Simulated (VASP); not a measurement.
**TaN: single point with r2SCAN+U**

The system is TaN.

```
Ta N
1.0
     0.00000    2.17900    2.17900
     2.17900    0.00000    2.17900
     2.17900    2.17900    0.00000
Ta N
1 1
Direct
  0.50000 0.50000 0.50000
  0.00000 0.00000 0.00000
```

```yaml
Program: VASP 6.6.1
Task: single point
Functional: r2SCAN
Potentials_or_basis: VASP PAW PBE potentials, release 64 (Ta_pv, N)
Cutoff: 520 eV
k_mesh: 7 × 7 × 7
Occupations: gaussian, width 0.05 eV
Spin: collinear spin, zero start
Starting_moments: "[0.0, 0.0] μB"
Hubbard_terms: Ta d U = 1.0 eV
Dipole_correction: no
Further_INCAR_settings: ALGO = Normal; EDIFF = 1e-06; NBANDS = 19
```

- Pressure: 14.8 GPa
- Band gap on the k mesh: zero (filled and empty bands overlap)
- Net moment: 0.00 μB per cell
- Valence electrons inside the program's atomic spheres: Ta 8.97; N 3.84

Levels at points of the mesh, in eV from the Fermi level:
Spin up:
| k point | band 5 | band 6 | band 7 | band 8 | band 9 | band 10 | band 11 | band 12 |
| --- | --- | --- | --- | --- | --- | --- | --- | --- |
| (0.00, 0.00, 0.00) | -4.25 | -4.25 | -4.25 | -2.24 | -2.24 | -2.24 | 0.19 | 0.19 |
Spin down:
| k point | band 4 | band 5 | band 6 | band 7 | band 8 | band 9 | band 10 | band 11 | band 12 | band 13 |
| --- | --- | --- | --- | --- | --- | --- | --- | --- | --- | --- |
| (0.00, 0.00, 0.00) | -20.30 | -4.25 | -4.25 | -4.25 | -2.24 | -2.24 | -2.24 | 0.19 | 0.19 | 1.91 |

Eigenvalues of the final occupation matrices:
```csv
site,spin,trace,eigenvalues
site 1 d,1,1.25,0.22 0.22 0.27 0.27 0.27
site 1 d,2,1.25,0.22 0.22 0.27 0.27 0.27
```

It took 41 s on 1 thread of Intel Xeon 6975P-C, with other jobs on the host, peak memory 0.16 GiB.

Caveat: the PAW data sets were made with another functional, which shifts forces and pressure a little; spin-orbit coupling is left out, which moves the levels of the heavy elements.
